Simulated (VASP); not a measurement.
# TiSn (alt) (P-6m2) in VASP: density of states with PBE

Aim: the density of states of TiSn (alt) with PBE.

Everything below comes from runs of VASP 6.6.1. Logs are shortened: lines on timing, memory, paths and dates and some standing lists are left out, and cuts for length are marked.

**1. The cell of the first run**

It takes space group P-6m2 (No. 187, hexagonal). The conventional cell has a = 3.170 Å, b = 3.170 Å, c = 4.612 Å, α = 90.00°, β = 90.00°, γ = 120.00°. Sn (site symmetry -6m2) has 6 Ti at 2.94 Å and 6 Sn at 3.17 Å within 3.9 Å. Ti (site symmetry -6m2) has 6 Sn at 2.94 Å and 6 Ti at 3.17 Å within 3.9 Å.

**2. Density of states, PBE**

Input file POSCAR:

```
TiSn
1.0
    3.1698059191      0.0000000000      0.0000000000
   -1.5849029595      2.7451324510      0.0000000000
    0.0000000000      0.0000000000      4.6116952457
Sn Ti
1 1
Direct
    0.3333333333      0.6666666667      0.2500000000
    0.6666666667      0.3333333333      0.7500000000
```

Input file INCAR.step1:

```
  PREC = Accurate
  ENCUT = 400
  EDIFF = 1E-6
  ISMEAR = 0
  SIGMA = 0.1
  LREAL = F
  LASPH = T
  NELM = 120
  ALGO = Normal
  ISIF = 2
  LWAVE = F
  LCHARG = T
  LMAXMIX = 4
  GGA = PE
  NBANDS = 20
  GGA_COMPAT = F
  NEDOS = 2001
  LORBIT = 11
```

Input file KPOINTS.step1:

```
regular mesh
0
Gamma
  15 15 10
```

Input file INCAR.step2:

```
  PREC = Accurate
  ENCUT = 400
  EDIFF = 1E-6
  ISMEAR = -5
  SIGMA = 0.1
  LREAL = F
  LASPH = T
  NELM = 120
  ALGO = Normal
  ISIF = 2
  LWAVE = F
  LCHARG = F
  LMAXMIX = 4
  GGA = PE
  LORBIT = 11
  NBANDS = 20
  NEDOS = 2001
  ICHARG = 11
  GGA_COMPAT = F
```

Input file KPOINTS.step2:

```
regular mesh
0
Gamma
  23 23 15
```

Potentials or basis: VASP PAW PBE potentials, release 64 (Sn_d, Ti_sv).

Launch:

```bash
$ cat potpaw_PBE.64/Sn_d/POTCAR potpaw_PBE.64/Ti_sv/POTCAR > POTCAR
$ cp INCAR.step1 INCAR
$ cp KPOINTS.step1 KPOINTS
$ mpirun -np 1 vasp_std > vasp.out
$ cp INCAR.step2 INCAR
$ cp KPOINTS.step2 KPOINTS
$ mpirun -np 1 vasp_std > vasp.out
```

OUTCAR:

```text
PREC = Accurate
   ENCUT = 400
   EDIFF = 1E-6
   ISMEAR = -5
   LREAL = F
   LASPH = T
   NELM = 120
   ISIF = 2
   GGA = PE
   LORBIT = 11
   ICHARG = 11

 ion  position               nearest neighbor table
   1  0.333  0.667  0.250-   2 2.94   2 2.94   2 2.94   2 2.94   2 2.94   2 2.94
   2  0.667  0.333  0.750-   1 2.94   1 2.94   1 2.94   1 2.94   1 2.94   1 2.94

  LATTYP: Found a hexagonal cell.
 ALAT       =     3.1698059191
 C/A-ratio  =     1.4548825270

  Lattice vectors:

 A1 = (   3.1698059191,   0.0000000000,   0.0000000000)
 A2 = (  -1.5849029595,   2.7451324510,   0.0000000000)
 A3 = (   0.0000000000,   0.0000000000,   4.6116952457)

Analysis of symmetry for initial positions (statically):
=====================================================================
 Subroutine PRICEL returns:
 Original cell was already a primitive cell.

 Routine SETGRP: Setting up the symmetry group for a
 hexagonal supercell.

 Subroutine GETGRP returns: Found 12 space group operations
 (whereof  6 operations were pure point group operations)
 out of a pool of 24 trial point group operations.

The static configuration has the point symmetry C_3v.
 The point group associated with its full space group is D_3h.

Analysis of symmetry for dynamics (positions and initial velocities):
=====================================================================
 Subroutine PRICEL returns:
 Original cell was already a primitive cell.

 Routine SETGRP: Setting up the symmetry group for a
 hexagonal supercell.

 Subroutine GETGRP returns: Found 12 space group operations
 (whereof  6 operations were pure point group operations)
 out of a pool of 24 trial point group operations.

The dynamic configuration has the point symmetry C_3v.
 The point group associated with its full space group is D_3h.

 Subroutine INISYM returns: Found 12 space group operations
 (whereof  6 operations are pure point group operations),
 and found     1 'primitive' translations

----------------------------------------------------------------------------------------

                                     Primitive cell

  volume of cell :      40.1288

  direct lattice vectors                    reciprocal lattice vectors
     3.169805919  0.000000000  0.000000000     0.315476728  0.182140574  0.000000000
    -1.584902959  2.745132451  0.000000000     0.000000000  0.364281148  0.000000000
[... 85 lines left out ...]
   ENCUT  =  400.0 eV  29.40 Ry    5.42 a.u.   5.17  5.17  7.52*2*pi/ulx,y,z
   NELM   =    120;   NELMIN=  2; NELMDL=  0     # of ELM steps
   EDIFF  = 0.1E-05   stopping-criterion for ELM
   LREAL  =      F    real-space projection
   EDIFFG = 0.1E-04   stopping-criterion for IOM
   NSW    =      0    number of steps for IOM
   IBRION =     -1    ionic relax: 0-MD 1-quasi-New 2-CG
   NFREE  =      0    steps in history (QN), initial steepest desc. (CG)
   ISIF   =      2    stress and relaxation
   ISYM   =      2    0-nonsym 1-usesym 2-fastsym
   POTIM  = 0.5000    time-step for ionic-motion
   TEBEG  =    0.0;   TEEND  =   0.0 temperature during run
   PSTRESS=    0.0 pullay stress
   NELECT =      26.0000    total number of electrons
   NUPDOWN=      -1.0000    fix difference up-down
   EMIN   =  10.00;   EMAX   =-10.00  energy-range for DOS
   EFERMI =   0.00;   METHOD = LEGACY
   ISMEAR =    -5;   SIGMA  =   0.10  broadening in eV -4-tet -1-fermi 0-gaus
   EFERMI_NEDOS =   21; number of points for ismear=-14 and -15
   IALGO  =     38    algorithm
   IMIX   =      4    mixing-type and parameters
     AMIX     =   0.40;   BMIX     =  1.00
     AMIX_MAG =   1.60;   BMIX_MAG =  1.00
  volume/ion in A,a.u.               =      20.06       135.40
  Fermi-wavevector in a.u.,A,eV,Ry     =   1.416600  2.676985 27.303548  2.006754
  Thomas-Fermi vector in A             =   2.537917
   LORBIT       =     11    0 simple, 1 ext, 2 COOP (PROOUT), +10 PAW based schemes
   GGA     = PE    functional components
   LHFCALC =     F    Hartree Fock is set to
   AEXX    =    0.0000 exact exchange contribution
   IVDW    =     0    specifies the selected vdW correction
   LEPSILON=     F    determine dielectric tensor
   LRPA    =     F    only Hartree local field effects (RPA)
 non-spin polarized calculation
 Fermi weights with tetrahedron method with Bloechl corrections
  energy-cutoff  :      400.00
  volume of cell :       40.13
 maximum number of plane-waves:       741
 NGX is ok and might be reduce to    24

 number of electron      26.0000008 magnetization

 Free energy of the ion-electron system (eV)
  ---------------------------------------------------
  ext. energy  EPLUGINS =         0.00000000
  ---------------------------------------------------
  free energy    TOTEN  =       -12.11024812 eV

  energy without entropy =      -12.11024812  energy(sigma->0) =      -12.11024812

 E-fermi :   9.4096     XC(G=0): -11.3536

 val. band max:        9.4187244115   @ k =   0.1739   0.0870   0.4667
 cond. band min:       9.4033286274   @ k =   0.4348   0.1304   0.2667
 fundamental gap:     -0.0153957841
 Fermi energy:         9.4096430512

 k-point     1 :       0.0000    0.0000    0.0000
  band No.  band energies     occupation
      1     -47.5849      2.00000
      2     -23.9561      2.00000
      3     -23.6822      2.00000
      4     -23.6822      2.00000
      5     -11.9762      2.00000
      6     -11.9762      2.00000
[... 541 lines left out ...]
     19      16.0001      0.00000
     20      20.4098      0.00000

 [... further k-points ...]
[... 5 lines left out ...]
  --------------------------------------------------------------------------------------
  -------------------------------------------------------------------------------------
  Total       -0.1212621     -0.1212621     -0.0200265     -0.0000000      0.0000000     -0.0000000
  in kB       -4.8414911     -4.8414911     -0.7995727     -0.0000000      0.0000000     -0.0000000
  external PRESSURE =      -3.4941849 kB  Pullay stress =       0.0000000 kB

 VOLUME and BASIS-vectors are now :
 -----------------------------------------------------------------------------
  energy-cutoff  :      400.00
  volume of cell :       40.13
      direct lattice vectors                 reciprocal lattice vectors
     3.169805919  0.000000000  0.000000000     0.315476728  0.182140574  0.000000000
    -1.584902959  2.745132451  0.000000000     0.000000000  0.364281148  0.000000000
     0.000000000  0.000000000  4.611695246     0.000000000  0.000000000  0.216840001

 POSITION                                       TOTAL-FORCE (eV/Angst)
 -----------------------------------------------------------------------------------
     -0.00000      1.83009      1.15292         0.000000     -0.000000     -0.000000
      1.58490      0.91504      3.45877        -0.000000      0.000000      0.000000
 -----------------------------------------------------------------------------------
    total drift:                               -0.000185      0.000107      0.000000

  FREE ENERGIE OF THE ION-ELECTRON SYSTEM (eV)
  ---------------------------------------------------
  free  energy   TOTEN  =       -12.1102481168 eV

  energy  without entropy=      -12.1102481168  energy(sigma->0) =      -12.11024812

 total charge

# of ion       s       p       d       tot
------------------------------------------
    1        1.175   1.226  10.015  12.416
    2        2.163   6.095   1.890  10.148
--------------------------------------------------
tot          3.338   7.321  11.906  22.564
```

OUTCAR.step1:

```text
PREC = Accurate
   ENCUT = 400
   EDIFF = 1E-6
   ISMEAR = 0
   LREAL = F
   LASPH = T
[... 781 lines left out ...]
    total drift:                               -0.000000      0.000000      0.000000

  FREE ENERGIE OF THE ION-ELECTRON SYSTEM (eV)
  ---------------------------------------------------
  free  energy   TOTEN  =       -12.1138184896 eV

  energy  without entropy=      -12.1069079609  energy(sigma->0) =      -12.11036323

 total charge

# of ion       s       p       d       tot
------------------------------------------
    1        1.175   1.227  10.016  12.417
    2        2.163   6.095   1.889  10.147
--------------------------------------------------
tot          3.338   7.322  11.905  22.565
```

OSZICAR.step1:

```text
N       E                     dE             d eps       ncg     rms          rms(c)
DAV:   1     0.222971372732E+03    0.22297E+03   -0.12067E+04  6540   0.169E+03
DAV:   2     0.110707304246E+02   -0.21190E+03   -0.20787E+03  6532   0.419E+02
DAV:   3    -0.121325050693E+02   -0.23203E+02   -0.22936E+02 10044   0.126E+02
DAV:   4    -0.135761497844E+02   -0.14436E+01   -0.14274E+01  8688   0.246E+01
DAV:   5    -0.136177785294E+02   -0.41629E-01   -0.41626E-01  8692   0.393E+00    0.891E+00
DAV:   6    -0.124028739837E+02    0.12149E+01   -0.86146E+00  7132   0.225E+01    0.328E+00
DAV:   7    -0.121505618506E+02    0.25231E+00   -0.12874E+00  7084   0.996E+00    0.188E+00
DAV:   8    -0.121167595740E+02    0.33802E-01   -0.18130E-01  7512   0.414E+00    0.610E-01
DAV:   9    -0.121142114738E+02    0.25481E-02   -0.31571E-02  7272   0.214E+00    0.235E-01
DAV:  10    -0.121138318622E+02    0.37961E-03   -0.35665E-03  8408   0.536E-01    0.711E-02
DAV:  11    -0.121138190232E+02    0.12839E-04   -0.36551E-04  8424   0.169E-01    0.284E-02
DAV:  12    -0.121138186323E+02    0.39091E-06   -0.23258E-05  8280   0.388E-02    0.923E-03
DAV:  13    -0.121138184896E+02    0.14273E-06   -0.26004E-06  6288   0.163E-02
   1 F= -.12113818E+02 E0= -.12110363E+02  d E =-.691053E-02
```

Run time: 2.1 min. Hardware: 1 thread of AMD EPYC 9R45 (Zen 5), shared host; peak memory 0.33 GiB.

Results:

```yaml
Valence_electrons_inside_the_program's_atomic_spheres: Sn 12.42; Ti 10.15
```

Caveat: spin-orbit coupling is left out, which moves the levels of the heavy elements; tetrahedron occupations give inexact forces and stress in metals.
